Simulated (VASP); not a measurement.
# Ni (Fm-3m) in VASP: single point with PBE

Aim: the single point of Ni with PBE.

Program: VASP 6.6.1. These are calculated values, not measurements. Logs are shortened: lines on timing, memory, paths and dates and some standing lists are left out, and cuts for length are marked.

## (1) The cell of the first run

Symmetry: Fm-3m, No. 225, cubic system. Conventional cell: a = 3.513 Å, b = 3.513 Å, c = 3.513 Å, α = 90.00°, β = 90.00°, γ = 90.00°. Ni (site symmetry m-3m) has 12 Ni at 2.48 Å within 3.3 Å.

## (2) Single point, PBE

File INCAR:

```
SYSTEM = Ni
PREC = Accurate ; ENCUT = 600
EDIFF = 1E-6 ; ISMEAR = -1
SIGMA = 0.1 ; LREAL = .False.
LASPH = .True. ; NELM = 120
ALGO = Normal ; ISIF = 2
LWAVE = .False. ; LCHARG = .False.
GGA = PE ; NBANDS = 28
GGA_COMPAT = .False.
```

File KPOINTS:

```
regular mesh
0
Gamma
  2 2 2
  0 0 0
```

File POSCAR:

```
Ni
1.0
    3.5129815000      0.0000000000      0.0000000000
    0.0000000000      3.5129815000      0.0000000000
    0.0000000000      0.0000000000      3.5129815000
Ni
4
Direct
    0.5000000000      0.5000000000      0.0000000000
    0.0000000000      0.0000000000      0.0000000000
    0.5000000000      0.0000000000      0.5000000000
    0.0000000000      0.5000000000      0.5000000000
```

Potentials or basis: VASP PAW PBE potentials, release 64 (Ni).

Run with:

```console
$ cat potpaw_PBE.64/Ni/POTCAR > POTCAR
$ mpirun -np 1 vasp_std > vasp.out
```

OUTCAR:

```text
SYSTEM = Ni
   PREC = Accurate
   ENCUT = 600
   EDIFF = 1E-6
   ISMEAR = -1
   LREAL = .False.
   LASPH = .True.
   NELM = 120
   ISIF = 2
   GGA = PE

 ion  position               nearest neighbor table
   1  0.500  0.500  0.000-   2 2.48   3 2.48   4 2.48   3 2.48   4 2.48   2 2.48   3 2.48   3 2.48
                             2 2.48   4 2.48   4 2.48   2 2.48
   2  0.000  0.000  0.000-   1 2.48   3 2.48   4 2.48   3 2.48   4 2.48   1 2.48   4 2.48   4 2.48
                             1 2.48   3 2.48   3 2.48   1 2.48
   3  0.500  0.000  0.500-   1 2.48   2 2.48   4 2.48   1 2.48   2 2.48   1 2.48   4 2.48   1 2.48
                             2 2.48   4 2.48   2 2.48   4 2.48
   4  0.000  0.500  0.500-   1 2.48   2 2.48   3 2.48   1 2.48   2 2.48   2 2.48   3 2.48   2 2.48
                             1 2.48   3 2.48   1 2.48   3 2.48

  LATTYP: Found a simple cubic cell.
 ALAT       =     3.5129815000

  Lattice vectors:

 A1 = (   3.5129815000,   0.0000000000,   0.0000000000)
 A2 = (   0.0000000000,   3.5129815000,   0.0000000000)
 A3 = (   0.0000000000,   0.0000000000,   3.5129815000)

Analysis of symmetry for initial positions (statically):
=====================================================================
 Subroutine PRICEL returns following result:

  LATTYP: Found a face centered cubic cell.
 ALAT       =     3.5129815000

  Lattice vectors:

 A1 = (   1.7564907500,  -1.7564907500,   0.0000000000)
 A2 = (   1.7564907500,   0.0000000000,   1.7564907500)
 A3 = (   0.0000000000,  -1.7564907500,   1.7564907500)

   4 primitive cells build up your supercell.

 Routine SETGRP: Setting up the symmetry group for a
 simple cubic supercell.

 Subroutine GETGRP returns: Found 48 space group operations
 (whereof 48 operations were pure point group operations)
 out of a pool of 48 trial point group operations.

The static configuration has the point symmetry O_h .

Analysis of symmetry for dynamics (positions and initial velocities):
=====================================================================
 Subroutine PRICEL returns following result:

  LATTYP: Found a face centered cubic cell.
 ALAT       =     3.5129815000

  Lattice vectors:

 A1 = (   1.7564907500,  -1.7564907500,   0.0000000000)
 A2 = (   1.7564907500,   0.0000000000,   1.7564907500)
 A3 = (   0.0000000000,  -1.7564907500,   1.7564907500)

   4 primitive cells build up your supercell.

 Routine SETGRP: Setting up the symmetry group for a
 simple cubic supercell.

 Subroutine GETGRP returns: Found 48 space group operations
 (whereof 48 operations were pure point group operations)
 out of a pool of 48 trial point group operations.

The dynamic configuration has the point symmetry O_h .

 Subroutine INISYM returns: Found 48 space group operations
 (whereof 48 operations are pure point group operations),
 and found     4 'primitive' translations

----------------------------------------------------------------------------------------

                                     Primitive cell

  volume of cell :      10.8385

  direct lattice vectors                    reciprocal lattice vectors
     1.756490750 -1.756490750  0.000000000     0.284658487 -0.284658487 -0.284658487
     1.756490750  0.000000000  1.756490750     0.284658487  0.284658487  0.284658487
     0.000000000 -1.756490750  1.756490750    -0.284658487 -0.284658487  0.284658487

  length of vectors
     2.484053041  2.484053041  2.484053041     0.493042963  0.493042963  0.493042963

  position of ions in fractional coordinates (direct lattice)
     0.000000000  1.000000000  1.000000000

  ion indices of the primitive-cell ions
   primitive index   ion index
                 1           1

----------------------------------------------------------------------------------------

 KPOINTS: regular mesh

Automatic generation of k-mesh.
 Grid dimensions read from file:
 generate k-points for:    2    2    2

 Generating k-lattice:

  Cartesian coordinates                     Fractional coordinates (reciprocal lattice)
     0.142329244  0.000000000  0.000000000     0.500000000  0.000000000  0.000000000
     0.000000000  0.142329244  0.000000000     0.000000000  0.500000000  0.000000000
     0.000000000  0.000000000  0.142329244     0.000000000  0.000000000  0.500000000

  Length of vectors
     0.142329244  0.142329244  0.142329244

  Shift w.r.t. Gamma in fractional coordinates (k-lattice)
     0.000000000  0.000000000  0.000000000

 Subroutine IBZKPT returns following result:
 ===========================================

 Found      4 irreducible k-points:

 Following reciprocal coordinates:
            Coordinates               Weight
  0.000000  0.000000  0.000000      1.000000
  0.500000  0.000000  0.000000      3.000000
  0.500000  0.500000  0.000000      3.000000
  0.500000  0.500000  0.500000      1.000000
   k-points           NKPTS =      4   k-points in BZ     NKDIM =      4   number of bands    NBANDS=     28
   number of dos      NEDOS =    301   number of ions     NIONS =      4
   total plane-waves  NPLWV =  21952
   dimension x,y,z NGX =    28 NGY =   28 NGZ =   28
   dimension x,y,z NGXF=    56 NGYF=   56 NGZF=   56
   ions per type =               4
   NGX,Y,Z   is equivalent  to a cutoff of  13.25, 13.25, 13.25 a.u.
   NGXF,Y,Z  is equivalent  to a cutoff of  26.50, 26.50, 26.50 a.u.
 SYSTEM =  Ni
   PREC   = accura    normal or accurate (medium, high low for compatibility)
   ISTART =      0    job   : 0-new  1-cont  2-samecut
   ICHARG =      2    charge: 1-file 2-atom 10-const
   ISPIN  =      1    spin polarized calculation?
   LNONCOLLINEAR =      F non collinear calculations
   LSORBIT =      F    spin-orbit coupling
   LASPH  =      T    aspherical Exc in radial PAW
   ENCUT  =  600.0 eV  44.10 Ry    6.64 a.u.   7.02  7.02  7.02*2*pi/ulx,y,z
   NELM   =    120;   NELMIN=  2; NELMDL= -5     # of ELM steps
   EDIFF  = 0.1E-05   stopping-criterion for ELM
   LREAL  =      F    real-space projection
   EDIFFG = 0.1E-04   stopping-criterion for IOM
   NSW    =      0    number of steps for IOM
   IBRION =     -1    ionic relax: 0-MD 1-quasi-New 2-CG
   NFREE  =      0    steps in history (QN), initial steepest desc. (CG)
   ISIF   =      2    stress and relaxation
   ISYM   =      2    0-nonsym 1-usesym 2-fastsym
   POTIM  = 0.5000    time-step for ionic-motion
   TEBEG  =    0.0;   TEEND  =   0.0 temperature during run
   PSTRESS=    0.0 pullay stress
   NELECT =      40.0000    total number of electrons
   NUPDOWN=      -1.0000    fix difference up-down
   EMIN   =  10.00;   EMAX   =-10.00  energy-range for DOS
   EFERMI =   0.00;   METHOD = LEGACY
   ISMEAR =    -1;   SIGMA  =   0.10  broadening in eV -4-tet -1-fermi 0-gaus
   EFERMI_NEDOS =   21; number of points for ismear=-14 and -15
   IALGO  =     38    algorithm
   IMIX   =      4    mixing-type and parameters
     AMIX     =   0.40;   BMIX     =  1.00
     AMIX_MAG =   1.60;   BMIX_MAG =  1.00
  volume/ion in A,a.u.               =      10.84        73.14
  Fermi-wavevector in a.u.,A,eV,Ry     =   1.593745  3.011742 34.559133  2.540025
  Thomas-Fermi vector in A             =   2.691928
   LORBIT       =      0    0 simple, 1 ext, 2 COOP (PROOUT), +10 PAW based schemes
   GGA     = PE    functional components
   LHFCALC =     F    Hartree Fock is set to
   AEXX    =    0.0000 exact exchange contribution
   IVDW    =     0    specifies the selected vdW correction
   LEPSILON=     F    determine dielectric tensor
   LRPA    =     F    only Hartree local field effects (RPA)
 non-spin polarized calculation
  energy-cutoff  :      600.00
  volume of cell :       43.35
 maximum number of plane-waves:      1472
   NGX = 15   NGY = 15   NGZ = 15

 number of electron      39.9999970 magnetization

 Free energy of the ion-electron system (eV)
  ---------------------------------------------------
  ext. energy  EPLUGINS =         0.00000000
  ---------------------------------------------------
  free energy    TOTEN  =       -21.54981814 eV

  energy without entropy =      -21.14523288  energy(sigma->0) =      -21.34752551

 E-fermi :   9.2091     XC(G=0): -13.2937

 val. band max:        9.0969997449   @ k =   0.5000   0.5000   0.5000
 cond. band min:       9.2620792462   @ k =   0.0000   0.0000   0.0000
 fundamental gap:      0.1650795013
 Fermi energy:         9.2091479291

 k-point     1 :       0.0000    0.0000    0.0000
  band No.  band energies     occupation
      1       0.3706      2.00000
      2       4.8701      2.00000
      3       4.8701      2.00000
      4       4.8701      2.00000
      5       5.4317      2.00000
      6       5.4317      2.00000
[... 20 lines left out ...]
     27      18.7545      0.00000
     28      24.2843      0.00000

 k-point     2 :       0.5000    0.0000    0.0000
  band No.  band energies     occupation
      1       3.2782      2.00000
      2       3.2782      2.00000
      3       5.7717      2.00000
      4       5.7717      2.00000
      5       6.3030      2.00000
      6       6.3030      2.00000
[... 20 lines left out ...]
     27      19.4603      0.00000
     28      19.4603      0.00000

 k-point     3 :       0.5000    0.5000    0.0000
  band No.  band energies     occupation
      1       5.2502      2.00000
      2       5.2502      2.00000
      3       5.2502      2.00000
      4       5.2502      2.00000
      5       6.5698      2.00000
      6       6.5698      2.00000
[... 20 lines left out ...]
     27      21.0280      0.00000
     28      21.0280      0.00000

 k-point     4 :       0.5000    0.5000    0.5000
  band No.  band energies     occupation
      1       4.7257      2.00000
      2       4.7257      2.00000
      3       4.7257      2.00000
      4       4.7257      2.00000
      5       7.2141      2.00000
      6       7.2141      2.00000
[... 20 lines left out ...]
     27      15.2587      0.00000
     28      15.2587      0.00000

------------------------ aborting loop because EDIFF is reached ----------------------------------------

  FORCE on cell =-STRESS in cart. coord.  units (eV):
  Direction    XX          YY          ZZ          XY          YZ          ZX
  --------------------------------------------------------------------------------------
  -------------------------------------------------------------------------------------
  Total        0.0422358      0.0422358      0.0422358      0.0000000      0.0000000      0.0000000
  in kB        1.5608595      1.5608595      1.5608595      0.0000000      0.0000000      0.0000000
  external PRESSURE =       1.5608595 kB  Pullay stress =       0.0000000 kB

 VOLUME and BASIS-vectors are now :
 -----------------------------------------------------------------------------
  energy-cutoff  :      600.00
  volume of cell :       43.35
      direct lattice vectors                 reciprocal lattice vectors
     3.512981500  0.000000000  0.000000000     0.284658487  0.000000000  0.000000000
     0.000000000  3.512981500  0.000000000     0.000000000  0.284658487  0.000000000
     0.000000000  0.000000000  3.512981500     0.000000000  0.000000000  0.284658487

 POSITION                                       TOTAL-FORCE (eV/Angst)
 -----------------------------------------------------------------------------------
      1.75649      1.75649      0.00000         0.000000      0.000000      0.000000
      0.00000      0.00000      0.00000        -0.000000      0.000000      0.000000
      1.75649      0.00000      1.75649        -0.000000     -0.000000     -0.000000
      0.00000      1.75649      1.75649        -0.000000     -0.000000     -0.000000
 -----------------------------------------------------------------------------------
    total drift:                                0.000000      0.000000      0.000000

  FREE ENERGIE OF THE ION-ELECTRON SYSTEM (eV)
  ---------------------------------------------------
  free  energy   TOTEN  =       -21.5498181403 eV

  energy  without entropy=      -21.1452328834  energy(sigma->0) =      -21.34752551
```

Wall time 14 s (1 thread of Intel Xeon 8259CL, shared host); peak memory 0.15 GiB.

Results:

```
Free energy            : -21.5498 eV
Pressure               : 0.2 GPa
Band gap on the k mesh : zero (band 20 reaches 9.26 eV, above the bottom of band 21 at 9.10 eV)
```

Caveat: the k points lie up to 0.89 Å⁻¹ apart; the run has no spin polarisation, though such a crystal can be magnetic.
